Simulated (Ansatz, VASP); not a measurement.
# One calculation of AlNi3, two programs

INCAR

```
SYSTEM = AlNi3
PREC = Accurate
ENCUT = 520
EDIFF = 1E-6
ISMEAR = 0
SIGMA = 0.012
LREAL = .FALSE.
LASPH = .TRUE.
NELM = 150
ALGO = Normal
ISIF = 2
LWAVE = .FALSE.
LCHARG = .FALSE.
ISPIN = 2
MAGMOM = 1 1 1 0
LORBIT = 11
LMAXMIX = 4
GGA = PE
NBANDS = 28
```

File KPOINTS:

```
Automatic mesh
0
G
  8 8 8
  0 0 0
```

POSCAR

```
AlNi3
1.0
    3.5230547267      0.0000000000      0.0000000000
    0.0000000000      3.5230547267      0.0000000000
    0.0000000000      0.0000000000      3.5230547267
Ni Al
3 1
Direct
    0.5000000000      0.5000000000      0.0000000000
    0.5000000000      0.0000000000      0.5000000000
    0.0000000000      0.5000000000      0.5000000000
    0.0000000000      0.0000000000      0.0000000000
```

The input input.yaml:

```yaml
crystal:
  lattice:
    - [3.5230547267, 0.0, 0.0]
    - [0.0, 3.5230547267, 0.0]
    - [0.0, 0.0, 3.5230547267]
  atoms:
    - { symbol: Ni, position: [0.5, 0.5, 0.0], spin: 1.0 }
    - { symbol: Ni, position: [0.5, 0.0, 0.5], spin: 1.0 }
    - { symbol: Ni, position: [0.0, 0.5, 0.5], spin: 1.0 }
    - { symbol: Al, position: [0.0, 0.0, 0.0] }
hamiltonian:
  xc: pbe
  pseudopotentials: { kind: paw }
magnetization:
  spin_polarized: true
kpoints:
  mp_grid: { grid: [8, 8, 8] }
scf:
  occupations: { method: gaussian, width: 0.012 }
output:
  forces: true
  stress: true
  eigenvalues: true
  write_density: true
  write_potential: true
  elf: true
  volumetric_format: npy
```

Alike in both runs: task single point; functional PBE; k mesh 8 × 8 × 8; occupations gaussian, width 0.012 eV; collinear spin.

```csv
,VASP,Ansatz
version,VASP 6.6.1,Ansatz 0.2.0
potentials or method,"VASP PAW PBE potentials, release 64 (Ni, Al)",Ansatz PAW
plane-wave cutoff (eV),520,420
valence electrons in the cell,33,57
```

```csv
,VASP,Ansatz,Ansatz less VASP
gap on the k mesh at the Fermi level (eV),none,none,-
pressure (GPa),7.4,7.4,+0.01
net moment per atom (μB),0.19,0.21,+0.018
size of the moment on the site where the two differ most (μB),0.27,0.30,+0.035
```

Site moments also hang on the region over which each program counts them. A gap of «none» marks a metal or a gap that the smearing closes. VASP's potentials hold 33 valence electrons a cell and Ansatz's 57, so a difference there can come from the potentials and not from the codes.
